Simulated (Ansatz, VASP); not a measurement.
## One calculation of NaCl, two programs

```
Na Cl
1.0
     0.00000    2.98045    2.98045
     2.98045    0.00000    2.98045
     2.98045    2.98045    0.00000
Na Cl
1 1
Cartesian
  0.0000 0.0000 0.0000
  1.4902 1.4902 1.4902
```

Change from the starting cell: hydrostatic strain -3.5%.

Alike in both runs: task single point; functional HSE06; k mesh 6 × 6 × 6; no spin polarisation.

```csv
,VASP,Ansatz
version,VASP 6.6.1,Ansatz 0.2.0
potentials or method,"VASP PAW PBE potentials, release 64 (Na_pv, Cl)","plane waves, PAW"
plane-wave cutoff (eV),520,420
occupations,"gaussian, width 0.01 eV",fixed
valence electrons in the cell,14,16
```

|  | VASP | Ansatz | Ansatz less VASP |
| --- | --- | --- | --- |
| gap on the k mesh at the Fermi level (eV) | 6.52 | 6.53 | +0.011 |
| pressure (GPa) | 3.0 | 2.9 | -0.06 |

VASP's potentials hold 14 valence electrons a cell and Ansatz's 16, so a difference there can come from the potentials and not from the codes. Ansatz's warnings: stress exchange threshold loose, stress scf threshold loose.
